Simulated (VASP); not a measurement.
# MgO2 (R-3m) in VASP: further runs

Runs on MgO2. Level: r2SCAN. Tasks: single point.

All numbers are computed with VASP 6.6.1; they aren't measurements. Logs are shortened: lines on timing, memory, paths and dates and some standing lists are left out, and cuts for length are marked.

## 1. The cell of the first run

The structure is trigonal, space group R-3m (No. 166). Conventional cell: a = 3.290 Å, b = 3.290 Å, c = 10.482 Å, α = 90.00°, β = 90.00°, γ = 120.00°. Mg (site symmetry -3m) has 6 O at 2.15 Å within 2.8 Å. Within 2.0 Å of O (site symmetry 3m) lie 1 O at 1.49 Å.

## 2. Single point, r2SCAN (strain +0.025 along x and y, +0.000 along z)

File POSCAR:

```
MgO2
1.0
    1.6448800414      0.9496719347      3.4939788749
   -1.6448800414      0.9496719347      3.4939788749
    0.0000000000     -1.8993438694      3.4939788749
Mg O
1 2
Direct
    0.0000000000      0.0000000000      0.0000000000
    0.4287860000      0.4287860000      0.4287860000
    0.5712140000      0.5712140000      0.5712140000
```

File INCAR.step1:

```
SYSTEM = MgO2
PREC = Accurate ; ENCUT = 920
ISMEAR = 0 ; SIGMA = 0.05
LREAL = .FALSE. ; LASPH = .TRUE.
NELM = 120 ; NBANDS = 18
GGA = PE ; ALGO = Normal
EDIFF = 1E-5 ; LWAVE = .TRUE.
LCHARG = .FALSE. ; GGA_COMPAT = .FALSE.
```

File INCAR.step2:

```
SYSTEM = MgO2
PREC = Accurate ; ENCUT = 920
EDIFF = 1E-6 ; ISMEAR = 0
SIGMA = 0.05 ; LREAL = .FALSE.
LASPH = .TRUE. ; NELM = 120
ALGO = Normal ; ISIF = 2
LWAVE = .FALSE. ; LCHARG = .FALSE.
METAGGA = R2SCAN ; LMIXTAU = .TRUE.
NBANDS = 18 ; ISTART = 1
GGA_COMPAT = .FALSE.
```

File KPOINTS:

```
Automatic mesh
0
G
  12 12 12
  0 0 0
```

Potentials or basis: VASP PAW PBE potentials, release 64 (Mg_sv, O).

Launch:

```sh
$ cat potpaw_PBE.64/Mg_sv/POTCAR potpaw_PBE.64/O/POTCAR > POTCAR
$ cp INCAR.step1 INCAR
$ mpirun -np 1 vasp_std > vasp.out
$ cp INCAR.step2 INCAR
$ mpirun -np 1 vasp_std > vasp.out
```

OUTCAR:

```text
SYSTEM = MgO2
   PREC = Accurate
   ENCUT = 920
   EDIFF = 1E-6
   ISMEAR = 0
   LREAL = .FALSE.
   LASPH = .TRUE.
   NELM = 120
   ISIF = 2
   METAGGA = R2SCAN
   ISTART = 1

 ion  position               nearest neighbor table
   1  0.000  0.000  0.000-
   2  0.429  0.429  0.429-   3 1.49
   3  0.571  0.571  0.571-   2 1.49

  LATTYP: Found a trigonal (rhomboedric) cell.
 ALAT       =     3.9768574921
 COS(alpha) =     0.6578485377

  Lattice vectors:

 A1 = (   1.6448800414,   0.9496719347,   3.4939788749)
 A2 = (  -1.6448800414,   0.9496719347,   3.4939788749)
 A3 = (   0.0000000000,  -1.8993438694,   3.4939788749)

Analysis of symmetry for initial positions (statically):
=====================================================================
 Subroutine PRICEL returns:
 Original cell was already a primitive cell.

 Routine SETGRP: Setting up the symmetry group for a
 trigonal (rhombohedral) supercell.

 Subroutine GETGRP returns: Found 12 space group operations
 (whereof 12 operations were pure point group operations)
 out of a pool of 12 trial point group operations.

The static configuration has the point symmetry D_3d.

Analysis of symmetry for dynamics (positions and initial velocities):
=====================================================================
 Subroutine PRICEL returns:
 Original cell was already a primitive cell.

 Routine SETGRP: Setting up the symmetry group for a
 trigonal (rhombohedral) supercell.

 Subroutine GETGRP returns: Found 12 space group operations
 (whereof 12 operations were pure point group operations)
 out of a pool of 12 trial point group operations.

The dynamic configuration has the point symmetry D_3d.

 Subroutine INISYM returns: Found 12 space group operations
 (whereof 12 operations are pure point group operations),
 and found     1 'primitive' translations

----------------------------------------------------------------------------------------

                                     Primitive cell

  volume of cell :      32.7476

  direct lattice vectors                    reciprocal lattice vectors
     1.644880041  0.949671935  3.493978875     0.303973534  0.175499202  0.095402218
    -1.644880041  0.949671935  3.493978875    -0.303973534  0.175499202  0.095402218
     0.000000000 -1.899343869  3.493978875     0.000000000 -0.350998404  0.095402218

[... 83 lines left out ...]
   ENCUT  =  920.0 eV  67.62 Ry    8.22 a.u.   9.84  9.84  9.84*2*pi/ulx,y,z
   NELM   =    120;   NELMIN=  2; NELMDL=  0     # of ELM steps
   EDIFF  = 0.1E-05   stopping-criterion for ELM
   LREAL  =      F    real-space projection
   EDIFFG = 0.1E-04   stopping-criterion for IOM
   NSW    =      0    number of steps for IOM
   IBRION =     -1    ionic relax: 0-MD 1-quasi-New 2-CG
   NFREE  =      0    steps in history (QN), initial steepest desc. (CG)
   ISIF   =      2    stress and relaxation
   ISYM   =      2    0-nonsym 1-usesym 2-fastsym
   POTIM  = 0.5000    time-step for ionic-motion
   TEBEG  =    0.0;   TEEND  =   0.0 temperature during run
   PSTRESS=    0.0 pullay stress
   NELECT =      22.0000    total number of electrons
   NUPDOWN=      -1.0000    fix difference up-down
   EMIN   =  10.00;   EMAX   =-10.00  energy-range for DOS
   EFERMI =   0.00;   METHOD = LEGACY
   ISMEAR =     0;   SIGMA  =   0.05  broadening in eV -4-tet -1-fermi 0-gaus
   EFERMI_NEDOS =   21; number of points for ismear=-14 and -15
   IALGO  =     38    algorithm
   IMIX   =      4    mixing-type and parameters
     AMIX     =   0.40;   BMIX     =  1.00
     AMIX_MAG =   1.60;   BMIX_MAG =  1.00
  volume/ion in A,a.u.               =      10.92        73.66
  Fermi-wavevector in a.u.,A,eV,Ry     =   1.433802  2.709493 27.970708  2.055789
  Thomas-Fermi vector in A             =   2.553281
   LORBIT       =      0    0 simple, 1 ext, 2 COOP (PROOUT), +10 PAW based schemes
   METAGGA = R2SCAN    functional components
   LHFCALC =     F    Hartree Fock is set to
   AEXX    =    0.0000 exact exchange contribution
   IVDW    =     0    specifies the selected vdW correction
   LEPSILON=     F    determine dielectric tensor
   LRPA    =     F    only Hartree local field effects (RPA)
 non-spin polarized calculation
 Gauss-broadening in eV      SIGMA  =   0.05
  energy-cutoff  :      920.00
  volume of cell :       32.75
 maximum number of plane-waves:      2094
   NGX = 19   NGY = 19   NGZ = 19

 number of electron      22.0000002 magnetization

 Free energy of the ion-electron system (eV)
  ---------------------------------------------------
  ext. energy  EPLUGINS =         0.00000000
  ---------------------------------------------------
  free energy    TOTEN  =       -21.48413469 eV

  energy without entropy =      -21.48413469  energy(sigma->0) =      -21.48413469

 E-fermi :   2.1437     XC(G=0): -10.7439

 val. band max:        1.7950299871   @ k =   0.5000   0.5000   0.5000
 cond. band min:       4.7802878182   @ k =   0.5000   0.5000   0.5000
 fundamental gap:      2.9852578311
 Fermi energy:         2.1437401802

 k-point     1 :       0.0000    0.0000    0.0000
  band No.  band energies     occupation
      1     -74.6551      2.00000
      2     -39.7928      2.00000
      3     -39.7504      2.00000
      4     -39.7504      2.00000
      5     -20.3338      2.00000
      6     -13.5239      2.00000
[... 481 lines left out ...]
      5     -19.8710      2.00000
      6     -13.8696      2.00000
[... 10 lines left out ...]
     17      17.3240      0.00000
     18      19.4023      0.00000

 [... further k-points ...]

------------------------ aborting loop because EDIFF is reached ----------------------------------------

  FORCE on cell =-STRESS in cart. coord.  units (eV):
  Direction    XX          YY          ZZ          XY          YZ          ZX
  --------------------------------------------------------------------------------------
  -------------------------------------------------------------------------------------
  Total       -2.2007854     -2.2007854     -1.0669092      0.0000000      0.0000000      0.0000000
  in kB     -107.6735200   -107.6735200    -52.1985769      0.0000000      0.0000000      0.0000000
  external PRESSURE =     -89.1818723 kB  Pullay stress =       0.0000000 kB

 VOLUME and BASIS-vectors are now :
 -----------------------------------------------------------------------------
  energy-cutoff  :      920.00
  volume of cell :       32.75
      direct lattice vectors                 reciprocal lattice vectors
     1.644880041  0.949671935  3.493978875     0.303973534  0.175499202  0.095402218
    -1.644880041  0.949671935  3.493978875    -0.303973534  0.175499202  0.095402218
     0.000000000 -1.899343869  3.493978875     0.000000000 -0.350998404  0.095402218

 POSITION                                       TOTAL-FORCE (eV/Angst)
 -----------------------------------------------------------------------------------
      0.00000      0.00000      0.00000         0.000000      0.000000      0.000000
      0.00000      0.00000      4.49451         0.000000     -0.000000     -0.253200
      0.00000      0.00000      5.98743         0.000000      0.000000      0.253200
 -----------------------------------------------------------------------------------
    total drift:                                0.000000     -0.000000      0.000000

  FREE ENERGIE OF THE ION-ELECTRON SYSTEM (eV)
  ---------------------------------------------------
  free  energy   TOTEN  =       -21.4841346908 eV

  energy  without entropy=      -21.4841346908  energy(sigma->0) =      -21.48413469
```

OUTCAR.step1:

```text
SYSTEM = MgO2
   PREC = Accurate
   ENCUT = 920
   ISMEAR = 0
   LREAL = .FALSE.
   LASPH = .TRUE.
   NELM = 120
[... 728 lines left out ...]
      0.00000      0.00000      0.00000         0.000000     -0.000000      0.000000
      0.00000      0.00000      4.49451        -0.000000      0.000000     -0.320200
      0.00000      0.00000      5.98743        -0.000000     -0.000000      0.320200
 -----------------------------------------------------------------------------------
    total drift:                                0.000000     -0.000000      0.000000

  FREE ENERGIE OF THE ION-ELECTRON SYSTEM (eV)
  ---------------------------------------------------
  free  energy   TOTEN  =       -16.3171349100 eV

  energy  without entropy=      -16.3171349100  energy(sigma->0) =      -16.31713491
```

OSZICAR.step1:

```text
N       E                     dE             d eps       ncg     rms          rms(c)
DAV:   1     0.233659683111E+03    0.23366E+03   -0.18831E+04  6804   0.203E+03
DAV:   2    -0.703119462923E+01   -0.24069E+03   -0.23397E+03  8204   0.462E+02
DAV:   3    -0.175492414566E+02   -0.10518E+02   -0.10460E+02  9242   0.936E+01
DAV:   4    -0.177548531058E+02   -0.20561E+00   -0.20545E+00  8184   0.121E+01
DAV:   5    -0.177588382163E+02   -0.39851E-02   -0.39850E-02  8112   0.135E+00    0.968E+00
DAV:   6    -0.164252863960E+02    0.13336E+01   -0.29928E+00  7296   0.112E+01    0.420E+00
DAV:   7    -0.163205912406E+02    0.10470E+00   -0.24705E-01  8718   0.384E+00    0.190E+00
DAV:   8    -0.163155441977E+02    0.50470E-02   -0.58026E-02  7004   0.221E+00    0.250E-01
DAV:   9    -0.163169624351E+02   -0.14182E-02   -0.97129E-03  8698   0.662E-01    0.126E-01
DAV:  10    -0.163170256542E+02   -0.63219E-04   -0.91732E-04  7202   0.238E-01    0.402E-02
DAV:  11    -0.163171324341E+02   -0.10678E-03   -0.13416E-04  7116   0.877E-02    0.781E-03
DAV:  12    -0.163171349100E+02   -0.24759E-05   -0.34154E-06  7376   0.148E-02
   1 F= -.16317135E+02 E0= -.16317135E+02  d E =-.379902E-28
```

It took 19 min on 1 thread of Intel Xeon Platinum 8488C (Sapphire Rapids), shared host; peak memory 0.42 GiB.

Results:

| Property | Result |
| --- | --- |
| Free energy | -21.4841 eV |
| Pressure | -8.9 GPa |
| Largest force | 0.253 eV/Å |
| Band gap on the k mesh | 2.99 eV |

Forces in eV/Å, atoms in the order of the input:
```
Mg   0.000  0.000  0.000
O    0.000  0.000 -0.253
O    0.000  0.000  0.253
```

Stress tensor (GPa, compression positive):
```
-10.77   0.00   0.00
  0.00 -10.77   0.00
  0.00   0.00  -5.22
```

Caveat: the cell differs from its parent crystal (strain +0.025 along x and y, +0.000 along z); the stress differs along the axes, from -11 to -5 GPa; the PAW data sets were made with another functional, which shifts forces and pressure a little. A k mesh can miss the band edges.

## 3. Single point, r2SCAN (strain -0.025 along x and y, +0.025 along z)

File POSCAR:

```
MgO2
1.0
    1.5646419906      0.9033464745      3.5813283468
   -1.5646419906      0.9033464745      3.5813283468
    0.0000000000     -1.8066929489      3.5813283468
Mg O
1 2
Direct
    0.0000000000      0.0000000000      0.0000000000
    0.4287860000      0.4287860000      0.4287860000
    0.5712140000      0.5712140000      0.5712140000
```

File INCAR.step1:

```
PREC     = Accurate       # precision mode
ENCUT    = 920            # plane-wave cutoff, eV
ISMEAR   = 0              # smearing method
SIGMA    = 0.05           # smearing width, eV
LREAL    = F              # projectors in reciprocal space
LASPH    = T              # aspherical terms in the spheres
NELM     = 120            # most SCF steps
NBANDS   = 18             # bands
GGA      = PE             # functional
ALGO     = Normal         # electronic algorithm
EDIFF    = 1E-5           # SCF threshold, eV
LWAVE    = T              # write WAVECAR
LCHARG   = F              # write CHGCAR
GGA_COMPAT= F
```

File INCAR.step2:

```
PREC     = Accurate       # precision mode
ENCUT    = 920            # plane-wave cutoff, eV
EDIFF    = 1E-6           # SCF threshold, eV
ISMEAR   = 0              # smearing method
SIGMA    = 0.05           # smearing width, eV
LREAL    = F              # projectors in reciprocal space
LASPH    = T              # aspherical terms in the spheres
NELM     = 120            # most SCF steps
ALGO     = Normal         # electronic algorithm
ISIF     = 2              # what is computed and relaxed
LWAVE    = F              # write WAVECAR
LCHARG   = T              # write CHGCAR
METAGGA  = R2SCAN         # meta-GGA
LMIXTAU  = T            
LELF     = T              # ELF
LVHAR    = T            
NBANDS   = 18             # bands
ISTART   = 1            
GGA_COMPAT= F
```

File KPOINTS:

```
regular mesh
0
Gamma
  12 12 12
```

Potentials or basis: VASP PAW PBE potentials, release 64 (Mg_sv, O).

Launch:

```sh
$ cat potpaw_PBE.64/Mg_sv/POTCAR potpaw_PBE.64/O/POTCAR > POTCAR
$ cp INCAR.step1 INCAR
$ mpirun -np 1 vasp_std > vasp.out
$ cp INCAR.step2 INCAR
$ mpirun -np 1 vasp_std > vasp.out
```

Wall time 25 min (1 thread of Intel Xeon Platinum 8259CL at 2.50GHz (Skylake/Cascade Lake), shared host); peak memory 0.39 GiB.

It converged, with:

| Item | Value |
| --- | --- |
| Free energy | -21.5204 eV |
| Pressure | -3.9 GPa |
| Largest force | 0.940 eV/Å |
| Band gap on the k mesh | 2.33 eV |

Forces in eV/Å, atoms in the order of the input:
```
Mg   0.000  0.000  0.000
O    0.000  0.000  0.940
O    0.000  0.000 -0.940
```

Stress tensor (GPa, compression positive):
```
  2.52   0.00   0.00
  0.00   2.52   0.00
  0.00   0.00 -16.61
```

Levels at points of the mesh, in eV from the valence-band top:
```tsv
k point	band 7	band 8	band 9	band 10	band 11	band 12	band 13	band 14	band 15	band 16
(0.00, 0.00, 0.00)	-7.44	-3.04	-3.04	-0.78	-0.78	5.13	5.96	13.12	15.05	16.62
(0.50, 0.00, 0.00)	-6.41	-5.94	-3.45	-1.33	-1.22	4.35	10.02	12.14	14.04	15.47
(0.50, 0.50, 0.00)	-5.79	-5.30	-4.07	-2.25	-0.22	3.63	9.37	12.74	13.82	14.02
(0.50, 0.50, 0.50)	-4.72	-3.57	-3.57	0.00	0.00	2.33	6.41	10.67	16.26	16.26
```

Caveat: the cell differs from its parent crystal (strain -0.025 along x and y, +0.025 along z); the stress differs along the axes, from -17 to 3 GPa; the PAW data sets were made with another functional, which shifts forces and pressure a little. A k mesh can miss the band edges.

## 4. Single point, r2SCAN (strain -0.050 along x and y, +0.000 along z)

File POSCAR:

```
MgO2
1.0
    1.5245229652      0.8801837444      3.4939788749
   -1.5245229652      0.8801837444      3.4939788749
    0.0000000000     -1.7603674887      3.4939788749
Mg O
1 2
Direct
    0.0000000000      0.0000000000      0.0000000000
    0.4287860000      0.4287860000      0.4287860000
    0.5712140000      0.5712140000      0.5712140000
```

File INCAR.step1:

```
PREC = Accurate
ENCUT = 920
ISMEAR = 0
SIGMA = 0.05
LREAL = False
LASPH = True
NELM = 120
NBANDS = 18
GGA = PE
ALGO = Normal
EDIFF = 1E-5
LWAVE = True
LCHARG = False
GGA_COMPAT = False
```

File INCAR.step2:

```
PREC = Accurate
ENCUT = 920
EDIFF = 1E-6
ISMEAR = 0
SIGMA = 0.05
LREAL = False
LASPH = True
NELM = 120
ALGO = Normal
ISIF = 2
LWAVE = False
LCHARG = False
METAGGA = R2SCAN
LMIXTAU = True
NBANDS = 18
ISTART = 1
GGA_COMPAT = False
```

KPOINTS is that of step 3.

Launch:

```sh
$ cat potpaw_PBE.64/Mg_sv/POTCAR potpaw_PBE.64/O/POTCAR > POTCAR
$ cp INCAR.step1 INCAR
$ mpirun -np 1 vasp_std > vasp.out
$ cp INCAR.step2 INCAR
$ mpirun -np 1 vasp_std > vasp.out
```

Wall time 11 min (1 thread of AMD EPYC 9R45 (Zen 5), shared host); peak memory 0.36 GiB.

The run converged. Its results:

```yaml
Free_energy: -21.4909 eV
Pressure: 8.1 GPa
Largest_force: 0.795 eV/Å
Band_gap_on_the_k_mesh: 2.74 eV
```

Forces on the atoms (eV/Å):
```
Mg   0.000  0.000  0.000
O    0.000  0.000  0.795
O    0.000  0.000 -0.795
```

Stress tensor (GPa, compression positive):
```
13.15  0.00  0.00
 0.00 13.15  0.00
 0.00  0.00 -2.08
```

Levels at points of the mesh, in eV from the valence-band top:
```csv
k point,band 9,band 10,band 11,band 12,band 13,band 14
"(0.00, 0.00, 0.00)",-3.33,-0.89,-0.89,5.53,6.30,13.79
"(0.50, 0.00, 0.00)",-3.80,-1.46,-1.33,4.72,10.33,12.85
"(0.50, 0.50, 0.00)",-4.44,-2.43,-0.27,4.02,9.48,13.29
"(0.50, 0.50, 0.50)",-3.91,0.00,0.00,2.74,6.50,11.47
```

Caveat: the cell differs from its parent crystal (strain -0.050 along x and y, +0.000 along z); the stress differs along the axes, from -2 to 13 GPa; the PAW data sets were made with another functional, which shifts forces and pressure a little.

## 5. Overview

```tsv
cell	gap on the mesh (eV)	pressure (GPa)	largest force (eV/Å)
a = 3.977 Å, angles 48.9°, 3 atoms	2.99	-8.9	0.25
a = 4.011 Å, angles 45.9°, 3 atoms	2.33	-3.9	0.94
a = 3.912 Å, angles 45.9°, 3 atoms	2.74	8.1	0.79
```

Alike in all rows: task single point; level r2SCAN; potentials or basis VASP PAW PBE potentials, release 64 (Mg_sv, O); no spin polarisation; k mesh 12 × 12 × 12; cutoff (eV) 920; smearing gaussian 0.05 eV.

Caveats: the PAW data sets were made with another functional, which shifts forces and pressure a little; the stress differs along the axes, from -11 to -5 GPa (at least some runs); the stress differs along the axes, from -17 to 3 GPa (at least some runs); the stress differs along the axes, from -2 to 13 GPa (at least some runs).

Absolute energies hang on the potentials; compare differences alone.
